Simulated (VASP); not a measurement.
# Ta (Im-3m) in VASP: notebook, part 2 of 2

VASP 6.6.1. The steps go on from the part before.

## Step 3: Single point, PBEsol

This run uses another cell than the first one, of 18.01 Å³/atom, 0.943 times its volume.

File INCAR:

```
SYSTEM = Ta
PREC     = Accurate       ! precision mode
ENCUT    = 520            ! plane-wave cutoff, eV
EDIFF    = 1E-6           ! SCF threshold, eV
ISMEAR   = -1             ! smearing method
SIGMA    = 0.05           ! smearing width, eV
LREAL    = .FALSE.        ! projectors in reciprocal space
LASPH    = .TRUE.         ! aspherical terms in the spheres
NELM     = 80             ! most SCF steps
ALGO     = Normal         ! electronic algorithm
ISIF     = 2              ! what is computed and relaxed
LWAVE    = .FALSE.        ! write WAVECAR
LCHARG   = .TRUE.         ! write CHGCAR
GGA      = PS             ! functional
LELF     = .TRUE.         ! ELF
LVHAR    = .TRUE.       
NBANDS   = 12             ! bands
```

File KPOINTS:

```
Automatic mesh
0
G
  8 8 8
  0 0 0
```

File POSCAR:

```
Ta
1.0
   -1.6512800000      1.6512800000      1.6512800000
    1.6512800000     -1.6512800000      1.6512800000
    1.6512800000      1.6512800000     -1.6512800000
Ta
1
Direct
    0.0000000000      0.0000000000      0.0000000000
```

Potentials or basis: VASP PAW PBE potentials, release 64 (Ta_pv).

Started as:

```console
> cat potpaw_PBE.64/Ta_pv/POTCAR > POTCAR
> mpirun -np 1 vasp_std > vasp.out
```

OUTCAR:

```text
SYSTEM = Ta
   PREC = Accurate
   ENCUT = 520
   EDIFF = 1E-6
   ISMEAR = -1
   LREAL = .FALSE.
   LASPH = .TRUE.
   NELM = 80
   ISIF = 2
   GGA = PS

 ion  position               nearest neighbor table
   1  0.000  0.000  0.000-

  LATTYP: Found a body centered cubic cell.
 ALAT       =     3.3025600000

  Lattice vectors:

 A1 = (  -1.6512800000,   1.6512800000,   1.6512800000)
 A2 = (   1.6512800000,  -1.6512800000,   1.6512800000)
 A3 = (   1.6512800000,   1.6512800000,  -1.6512800000)

Analysis of symmetry for initial positions (statically):
=====================================================================
 Subroutine PRICEL returns:
 Original cell was already a primitive cell.

 Routine SETGRP: Setting up the symmetry group for a
 body centered cubic supercell.

 Subroutine GETGRP returns: Found 48 space group operations
 (whereof 48 operations were pure point group operations)
 out of a pool of 48 trial point group operations.

The static configuration has the point symmetry O_h .

Analysis of symmetry for dynamics (positions and initial velocities):
[... 159 lines left out ...]
 val. band max:        5.2360167525   @ k =   0.2500   0.0000   0.0000
 cond. band min:       5.3762176795   @ k =  -0.2500   0.2500   0.1250
 fundamental gap:      0.1402009270
 Fermi energy:         5.3348267631

 k-point     1 :       0.0000    0.0000    0.0000
  band No.  band energies     occupation
      1     -27.6770      2.00000
      2     -27.6770      2.00000
      3     -27.6770      2.00000
      4      -2.6098      2.00000
      5       6.0559      0.00000
      6       6.0559      0.00000
      7       6.0559      0.00000
      8       9.3233      0.00000
      9       9.3233      0.00000
     10      20.0201      0.00000
     11      20.3586      0.00000
     12      20.3586      0.00000
[... 331 lines left out ...]
 k-point    24 :      -0.3750    0.3750    0.2500
  band No.  band energies     occupation
      1     -28.5606      2.00000
      2     -28.2264      2.00000
      3     -28.1182      2.00000
      4       2.4944      2.00000
      5       3.3403      2.00000
      6       6.5961      0.00000
      7       7.2802      0.00000
      8      10.7666      0.00000
      9      10.8443      0.00000
     10      19.3120      0.00000
     11      20.0494      0.00000
     12      21.6392      0.00000

 [... further k-points ...]
[... 5 lines left out ...]
  --------------------------------------------------------------------------------------
  -------------------------------------------------------------------------------------
  Total       -0.6332663     -0.6332663     -0.6332663     -0.0000000     -0.0000000     -0.0000000
  in kB      -56.3345494    -56.3345494    -56.3345494     -0.0000000     -0.0000000     -0.0000000
  external PRESSURE =     -56.3345494 kB  Pullay stress =       0.0000000 kB

 VOLUME and BASIS-vectors are now :
 -----------------------------------------------------------------------------
  energy-cutoff  :      520.00
  volume of cell :       18.01
      direct lattice vectors                 reciprocal lattice vectors
    -1.651280000  1.651280000  1.651280000     0.000000000  0.302795407  0.302795407
     1.651280000 -1.651280000  1.651280000     0.302795407  0.000000000  0.302795407
     1.651280000  1.651280000 -1.651280000     0.302795407  0.302795407  0.000000000

 POSITION                                       TOTAL-FORCE (eV/Angst)
 -----------------------------------------------------------------------------------
      0.00000      0.00000      0.00000        -0.000000     -0.000000     -0.000000
 -----------------------------------------------------------------------------------
    total drift:                                0.000000      0.000000      0.000000

  FREE ENERGIE OF THE ION-ELECTRON SYSTEM (eV)
  ---------------------------------------------------
  free  energy   TOTEN  =       -12.5764257770 eV

  energy  without entropy=      -12.5691769038  energy(sigma->0) =      -12.57280134
```

It took 6.7 s on 1 thread of AMD EPYC 7R13 (Zen 3), shared host; peak memory 0.11 GiB.

Results:

| Item | Value |
| --- | --- |
| Free energy | -12.5764 eV |
| Pressure | -5.6 GPa |

Levels at points of the mesh, in eV from the Fermi level:
| k point | band 1 | band 2 | band 3 | band 4 | band 5 | band 6 | band 7 | band 8 | band 9 | band 10 |
| --- | --- | --- | --- | --- | --- | --- | --- | --- | --- | --- |
| (0.00, 0.00, 0.00) | -33.01 | -33.01 | -33.01 | -7.94 | 0.72 | 0.72 | 0.72 | 3.99 | 3.99 | 14.69 |
| (0.50, 0.00, 0.00) | -34.19 | -33.39 | -33.02 | -4.40 | -1.56 | 1.60 | 3.87 | 4.90 | 7.82 | 11.71 |
| (0.50, 0.50, 0.50) | -33.84 | -33.84 | -33.84 | -3.82 | -3.82 | 6.85 | 6.85 | 6.85 | 8.65 | 8.65 |

Caveat: the PAW data sets were made with another functional, which shifts forces and pressure a little; spin-orbit coupling is left out, which moves the levels of the heavy elements.

## Step 4: Single point, PBEsol

This run uses another cell than the first one, of 15.75 Å³/atom, 0.825 times its volume.

File INCAR:

```
SYSTEM = Ta
ALGO = Normal
EDIFF = 1E-6
ENCUT = 520
GGA = PS
ISIF = 2
ISMEAR = -1
LASPH = .TRUE.
LCHARG = .TRUE.
LELF = .TRUE.
LREAL = .FALSE.
LVHAR = .TRUE.
LWAVE = .FALSE.
NBANDS = 12
NELM = 80
PREC = Accurate
SIGMA = 0.05
```

File KPOINTS:

```
k-points
0
G
  11 11 11
  0 0 0
```

File POSCAR:

```
Ta
1.0
   -1.5790926738      1.5790926738      1.5790926738
    1.5790926738     -1.5790926738      1.5790926738
    1.5790926738      1.5790926738     -1.5790926738
Ta
1
Direct
    0.0000000000      0.0000000000      0.0000000000
```

Started as:

```console
> cat potpaw_PBE.64/Ta_pv/POTCAR > POTCAR
> mpirun -np 1 vasp_std > vasp.out
```

Run time: 6.9 s. Hardware: 1 thread of AMD EPYC 7R13 (Zen 3), shared host; peak memory 0.1 GiB.

Results (log left out):

| Quantity | Value |
| --- | --- |
| Free energy | -12.3941 eV |
| Pressure | 31.0 GPa |

Levels at points of the mesh, in eV from the Fermi level:
```
           k point  band 3  band 4  band 5  band 6  band 7  band 8
(0.00, 0.00, 0.00)  -32.47   -8.40    0.71    0.71    0.71    4.48
```

Caveat: the PAW data sets were made with another functional, which shifts forces and pressure a little; spin-orbit coupling is left out, which moves the levels of the heavy elements.

## Step 5: The runs side by side

```csv
level,cell,k mesh,gap on the mesh (eV),pressure (GPa)
r2SCAN,"a = 2.916 Å, angles 109.5°, 1 atom",11 × 11 × 11,none,-10.0
PBEsol,"a = 2.860 Å, angles 109.5°, 1 atom",8 × 8 × 8,none,-5.6
PBEsol,"a = 2.735 Å, angles 109.5°, 1 atom",11 × 11 × 11,none,31.0
```

Alike in all rows: task single point; potentials or basis VASP PAW PBE potentials, release 64 (Ta_pv); no spin polarisation; cutoff (eV) 520; smearing fermi-dirac 0.05 eV.

Caveats: the PAW data sets were made with another functional, which shifts forces and pressure a little; spin-orbit coupling is left out, which moves the levels of the heavy elements.

Total energies depend on the potentials used, so only differences within one code and one set of settings carry meaning.
